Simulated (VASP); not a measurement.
Set up this calculation in VASP 6.6.1, as the native input.

| Item | Value |
| --- | --- |
| Task | electric field gradients |
| Functional | PBEsol |
| Potentials or basis | VASP PAW PBE potentials, release 64 (Sn_d) |
| Cutoff | 520 eV |
| k mesh | 11 × 11 × 11 |
| Occupations | fermi-dirac, width 0.05 eV |
| Spin | no spin polarisation |
| Dipole correction | no |
| Further INCAR settings | ALGO = Normal; EDIFF = 1e-08; NBANDS = 21 |

The structure of Sn lies in POSCAR:

```
Sn
1.0
    0.0000000000      3.3092553764      3.3092553764
    3.3092553764      0.0000000000      3.3092553764
    3.3092553764      3.3092553764      0.0000000000
Sn
2
Direct
    0.5000000000      0.5000000000      0.5000000000
    0.7500000000      0.7500000000      0.7500000000
```

This isn't the form of Sn at room conditions, which is tetragonal (white tin).

One way to write it, as run:

INCAR

```
SYSTEM = Sn
  ALGO = Normal
  EDIFF = 1E-8
  ENCUT = 520
  GGA = PS
  ISIF = 2
  ISMEAR = -1
  LASPH = .TRUE.
  LCHARG = .FALSE.
  LEFG = .TRUE.
  LREAL = .FALSE.
  LWAVE = .FALSE.
  NBANDS = 21
  NELM = 60
  PREC = Accurate
  SIGMA = 0.05
```

KPOINTS

```
k-points
0
G
  11 11 11
  0 0 0
```

Potentials or basis: VASP PAW PBE potentials, release 64 (Sn_d).

Run with:

```bash
$ cat potpaw_PBE.64/Sn_d/POTCAR > POTCAR
$ mpirun -np 1 vasp_std > vasp.out
```

It gave:

```
Pressure                                : -1.4 GPa
Band gap on the k mesh                  : zero (bands 14 and 15 overlap by 0.24 eV)
Largest electric field gradient by atom : zero within the noise of the run
```

Caveat: the PAW data sets were made with another functional, which shifts forces and pressure a little; spin-orbit coupling is left out, which moves the levels of the heavy elements.

Run time: 42 s on 1 thread of Intel(R) Xeon(R) Platinum 8488C (Sapphire Rapids), with other jobs on the host, peak memory 0.23 GiB.
